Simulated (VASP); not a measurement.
# Au (Fm-3m) in VASP: further runs

The runs below take Au through single point, relaxation of cell and atoms, with PBEsol.

All numbers are computed with VASP 6.6.1; they aren't measurements. Logs are shortened: lines on timing, memory, paths and dates and some standing lists are left out, and cuts for length are marked.

## 1. The cell of the first run

It takes space group Fm-3m (No. 225, cubic). The conventional cell has a = 4.087 Å, b = 4.087 Å, c = 4.087 Å, α = 90.00°, β = 90.00°, γ = 90.00°. Within 3.8 Å of Au (site symmetry m-3m) lie 12 Au at 2.89 Å.

## 2. Single point, PBEsol

INCAR reads:

```
SYSTEM = Au
ALGO = Normal
EDIFF = 1E-6
ENCUT = 500
GGA = PS
GGA_COMPAT = .FALSE.
ISIF = 2
ISMEAR = 0
LASPH = .TRUE.
LCHARG = .FALSE.
LREAL = .FALSE.
LWAVE = .FALSE.
NBANDS = 12
NELM = 120
PREC = Accurate
SIGMA = 0.1
```

KPOINTS reads:

```
k-points
0
G
  10 10 10
  0 0 0
```

POSCAR reads:

```
Au
1.0
    0.0000000000      2.0433677510      2.0433677510
    2.0433677510      0.0000000000      2.0433677510
    2.0433677510      2.0433677510      0.0000000000
Au
1
Direct
    0.0000000000      0.0000000000      0.0000000000
```

Potentials or basis: VASP PAW PBE potentials, release 64 (Au).

Started as:

```console
cat potpaw_PBE.64/Au/POTCAR > POTCAR
mpirun -np 1 vasp_std > vasp.out
```

OUTCAR:

```text
SYSTEM = Au
   EDIFF = 1E-6
   ENCUT = 500
   GGA = PS
   ISIF = 2
   ISMEAR = 0
   LASPH = .TRUE.
   LREAL = .FALSE.
   NELM = 120
   PREC = Accurate

 ion  position               nearest neighbor table
   1  0.000  0.000  0.000-

  LATTYP: Found a face centered cubic cell.
 ALAT       =     4.0867355020

  Lattice vectors:

 A1 = (   0.0000000000,   2.0433677510,   2.0433677510)
 A2 = (   2.0433677510,   0.0000000000,   2.0433677510)
 A3 = (   2.0433677510,   2.0433677510,   0.0000000000)

Analysis of symmetry for initial positions (statically):
=====================================================================
 Subroutine PRICEL returns:
 Original cell was already a primitive cell.

 Routine SETGRP: Setting up the symmetry group for a
 face centered cubic supercell.

 Subroutine GETGRP returns: Found 48 space group operations
 (whereof 48 operations were pure point group operations)
 out of a pool of 48 trial point group operations.

The static configuration has the point symmetry O_h .

Analysis of symmetry for dynamics (positions and initial velocities):
=====================================================================
 Subroutine PRICEL returns:
 Original cell was already a primitive cell.

 Routine SETGRP: Setting up the symmetry group for a
 face centered cubic supercell.

 Subroutine GETGRP returns: Found 48 space group operations
 (whereof 48 operations were pure point group operations)
 out of a pool of 48 trial point group operations.

The dynamic configuration has the point symmetry O_h .

 Subroutine INISYM returns: Found 48 space group operations
 (whereof 48 operations are pure point group operations),
 and found     1 'primitive' translations

----------------------------------------------------------------------------------------

                                     Primitive cell

  volume of cell :      17.0636

  direct lattice vectors                    reciprocal lattice vectors
     0.000000000  2.043367751  2.043367751    -0.244694084  0.244694084  0.244694084
     2.043367751  0.000000000  2.043367751     0.244694084 -0.244694084  0.244694084
     2.043367751  2.043367751  0.000000000     0.244694084  0.244694084 -0.244694084

  length of vectors
     2.889758386  2.889758386  2.889758386     0.423822586  0.423822586  0.423822586

  position of ions in fractional coordinates (direct lattice)
[... 83 lines left out ...]
   ISIF   =      2    stress and relaxation
   ISYM   =      2    0-nonsym 1-usesym 2-fastsym
   POTIM  = 0.5000    time-step for ionic-motion
   TEBEG  =    0.0;   TEEND  =   0.0 temperature during run
   PSTRESS=    0.0 pullay stress
   NELECT =      11.0000    total number of electrons
   NUPDOWN=      -1.0000    fix difference up-down
   EMIN   =  10.00;   EMAX   =-10.00  energy-range for DOS
   EFERMI =   0.00;   METHOD = LEGACY
   ISMEAR =     0;   SIGMA  =   0.10  broadening in eV -4-tet -1-fermi 0-gaus
   EFERMI_NEDOS =   21; number of points for ismear=-14 and -15
   IALGO  =     38    algorithm
   IMIX   =      4    mixing-type and parameters
     AMIX     =   0.40;   BMIX     =  1.00
     AMIX_MAG =   1.60;   BMIX_MAG =  1.00
  volume/ion in A,a.u.               =      17.06       115.15
  Fermi-wavevector in a.u.,A,eV,Ry     =   1.414216  2.672481 27.211760  2.000008
  Thomas-Fermi vector in A             =   2.535781
   LORBIT       =      0    0 simple, 1 ext, 2 COOP (PROOUT), +10 PAW based schemes
   GGA     = PS    functional components
   LHFCALC =     F    Hartree Fock is set to
   AEXX    =    0.0000 exact exchange contribution
   IVDW    =     0    specifies the selected vdW correction
   LEPSILON=     F    determine dielectric tensor
   LRPA    =     F    only Hartree local field effects (RPA)
 non-spin polarized calculation
 Gauss-broadening in eV      SIGMA  =   0.10
  energy-cutoff  :      500.00
  volume of cell :       17.06
 maximum number of plane-waves:       444
 NGX is ok and might be reduce to    24
   NGX = 11   NGY = 11   NGZ = 11

 number of electron      11.0000000 magnetization

 Free energy of the ion-electron system (eV)
  ---------------------------------------------------
  ext. energy  EPLUGINS =         0.00000000
  ---------------------------------------------------
  free energy    TOTEN  =        -3.90278347 eV

  energy without entropy =       -3.90041028  energy(sigma->0) =       -3.90159688

 E-fermi :   9.2304     XC(G=0): -12.8765

 val. band max:        9.0935527887   @ k =   0.5000   0.2000   0.1000
 cond. band min:       9.2916488877   @ k =   0.5000   0.1000   0.0000
 fundamental gap:      0.1980960989
 Fermi energy:         9.2303845978

 k-point     1 :       0.0000    0.0000    0.0000
  band No.  band energies     occupation
      1      -0.6502      2.00000
      2       4.5889      2.00000
      3       4.5889      2.00000
      4       4.5889      2.00000
      5       6.1167      2.00000
      6       6.1167      2.00000
      7      23.7573      0.00000
      8      27.7461      0.00000
      9      27.7461      0.00000
     10      27.7461      0.00000
     11      32.6075      0.00000
     12      37.2585      0.00000
[... 331 lines left out ...]
 k-point    24 :       0.4000    0.3000    0.0000
  band No.  band energies     occupation
      1       2.5543      2.00000
      2       3.0166      2.00000
      3       5.6730      2.00000
      4       6.4048      2.00000
      5       7.2444      2.00000
      6       7.8262      2.00000
      7      18.9933      0.00000
      8      21.3355      0.00000
      9      21.5470      0.00000
     10      26.5487      0.00000
     11      28.7553      0.00000
     12      36.4024      0.00000

 [... further k-points ...]

------------------------ aborting loop because EDIFF is reached ----------------------------------------

  FORCE on cell =-STRESS in cart. coord.  units (eV):
  Direction    XX          YY          ZZ          XY          YZ          ZX
  --------------------------------------------------------------------------------------
  -------------------------------------------------------------------------------------
  Total       -0.0275090     -0.0275090     -0.0275090      0.0000000      0.0000000      0.0000000
  in kB       -2.5829468     -2.5829468     -2.5829468      0.0000000      0.0000000      0.0000000
  external PRESSURE =      -2.5829468 kB  Pullay stress =       0.0000000 kB

 VOLUME and BASIS-vectors are now :
 -----------------------------------------------------------------------------
  energy-cutoff  :      500.00
  volume of cell :       17.06
      direct lattice vectors                 reciprocal lattice vectors
     0.000000000  2.043367751  2.043367751    -0.244694084  0.244694084  0.244694084
     2.043367751  0.000000000  2.043367751     0.244694084 -0.244694084  0.244694084
     2.043367751  2.043367751  0.000000000     0.244694084  0.244694084 -0.244694084

 POSITION                                       TOTAL-FORCE (eV/Angst)
 -----------------------------------------------------------------------------------
      0.00000      0.00000      0.00000         0.000000      0.000000      0.000000
 -----------------------------------------------------------------------------------
    total drift:                               -0.000000      0.000000      0.000000

  FREE ENERGIE OF THE ION-ELECTRON SYSTEM (eV)
  ---------------------------------------------------
  free  energy   TOTEN  =        -3.9027834671 eV

  energy  without entropy=       -3.9004102845  energy(sigma->0) =       -3.90159688
```

OSZICAR:

```text
N       E                     dE             d eps       ncg     rms          rms(c)
DAV:   1     0.474255959540E+02    0.47426E+02   -0.54551E+03  1184   0.791E+02
DAV:   2    -0.360807730124E+01   -0.51034E+02   -0.47276E+02  1344   0.181E+02
DAV:   3    -0.424011579077E+01   -0.63204E+00   -0.63041E+00  1356   0.196E+01
DAV:   4    -0.424224162289E+01   -0.21258E-02   -0.21257E-02  1372   0.131E+00
DAV:   5    -0.424225754212E+01   -0.15919E-04   -0.15919E-04  1356   0.108E-01    0.959E+00
DAV:   6    -0.392737349760E+01    0.31488E+00   -0.85684E-01  1216   0.741E+00    0.597E+00
DAV:   7    -0.390578170899E+01    0.21592E-01   -0.67207E-02  1336   0.206E+00    0.291E+00
DAV:   8    -0.390279438128E+01    0.29873E-02   -0.16075E-03  1256   0.373E-01    0.293E-01
DAV:   9    -0.390278072469E+01    0.13657E-04   -0.90746E-06  1364   0.275E-02    0.110E-02
DAV:  10    -0.390278344397E+01   -0.27193E-05   -0.11342E-06  1332   0.838E-03    0.112E-03
DAV:  11    -0.390278346713E+01   -0.23159E-07   -0.54383E-08   680   0.192E-03
   1 F= -.39027835E+01 E0= -.39015969E+01  d E =-.237318E-02
```

stdout:

```text
POSCAR found type information on POSCAR Au
 POSCAR found :  1 types and       1 ions
 scaLAPACK will be used
 -----------------------------------------------------------------------------
|                                                                             |
|                                                                             |
|     You enforced a specific xc type in the INCAR file but a different       |
|     I HOPE YOU KNOW WHAT YOU ARE DOING!                                     |
|                                                                             |
 -----------------------------------------------------------------------------

 LDA part: xc-table for (Slater+PW92), standard interpolation
 POSCAR, INCAR and KPOINTS ok, starting setup
 FFT: planning ... GRIDC
 FFT: planning ... GRID_SOFT
 FFT: planning ... GRID
 WAVECAR not read
 entering main loop
```

Run time: 6.4 s. Hardware: 1 thread of Intel Xeon 6975P-C (Granite Rapids), shared host; peak memory 0.14 GiB.

What came out:

```
Free energy : -3.9028 eV
Pressure    : -0.3 GPa
```

Caveat: the PAW data sets were made with another functional, which shifts forces and pressure a little; spin-orbit coupling is left out, which moves the levels of the heavy elements.

## 3. Relaxation of cell and atoms, PBEsol

This run uses another cell than the first one, of 16.85 Å³/atom, 0.988 times its volume.

INCAR reads:

```
SYSTEM = Au
PREC = Accurate
ENCUT = 500
EDIFF = 1E-7
ISMEAR = 0
SIGMA = 0.1
LREAL = .False.
LASPH = .True.
NELM = 120
ALGO = Normal
ISIF = 3
LWAVE = .False.
LCHARG = .False.
GGA = PS
IBRION = 2
NSW = 60
EDIFFG = -0.03
GGA_COMPAT = .False.
NELMIN = 4
```

KPOINTS reads:

```
Automatic mesh
0
Gamma
  10 10 10
  0 0 0
```

POSCAR reads:

```
Au
1.0
    0.0000000000      2.0350000000      2.0350000000
    2.0350000000      0.0000000000      2.0350000000
    2.0350000000      2.0350000000      0.0000000000
Au
1
Direct
    0.0000000000      0.0000000000      0.0000000000
```

Potentials or basis: VASP PAW PBE potentials, release 64 (Au).

Started as:

```console
cat potpaw_PBE.64/Au/POTCAR > POTCAR
mpirun -np 1 vasp_std > vasp.out
```

It took 14 s on 1 thread of Intel Xeon 6975P-C (Granite Rapids), shared host; peak memory 0.15 GiB.

Results (log left out):

- Free energy: -3.9026 eV
- Relaxed volume: 17.04 Å³/atom
- Relaxed cell: a = 2.888 Å, b = 2.888 Å, c = 2.888 Å, α = 60.00°, β = 60.00°, γ = 60.00°
- Space group after relaxing (to 0.05 Å): Fm-3m (No. 225)
- Energy gained by relaxing: 1.1 meV/atom
- Ionic steps: 3
- Pressure after relaxing: 0.0 GPa

Step by step:
```tsv
step	energy change (eV)	largest force (eV/Å)	pressure (GPa)	volume (Å³)
1	0.0000	0.0000	1.90	16.85
2	0.0018	0.0000	-2.91	17.35
3	-0.0011	0.0000	0.00	17.04
```

Final structure:
```
Au
1.0
     0.00000    2.04237    2.04237
     2.04237    0.00000    2.04237
     2.04237    2.04237    0.00000
Au
1
Cartesian
  0.0000 0.0000 0.0000
```

Levels at points of the mesh, in eV from the Fermi level:
| k point | band 4 | band 5 | band 6 | band 7 | band 8 | band 9 |
| --- | --- | --- | --- | --- | --- | --- |
| (0.00, 0.00, 0.00) | -4.65 | -3.12 | -3.12 | 14.53 | 18.52 | 18.52 |
| (0.50, 0.00, 0.00) | -1.91 | -1.91 | -1.00 | 3.08 | 13.97 | 17.12 |
| (0.50, 0.50, 0.00) | -1.59 | -1.59 | 0.98 | 5.77 | 9.98 | 9.98 |

Caveat: the PAW data sets were made with another functional, which shifts forces and pressure a little; spin-orbit coupling is left out, which moves the levels of the heavy elements. Zero-point motion and thermal expansion aren't in these numbers.
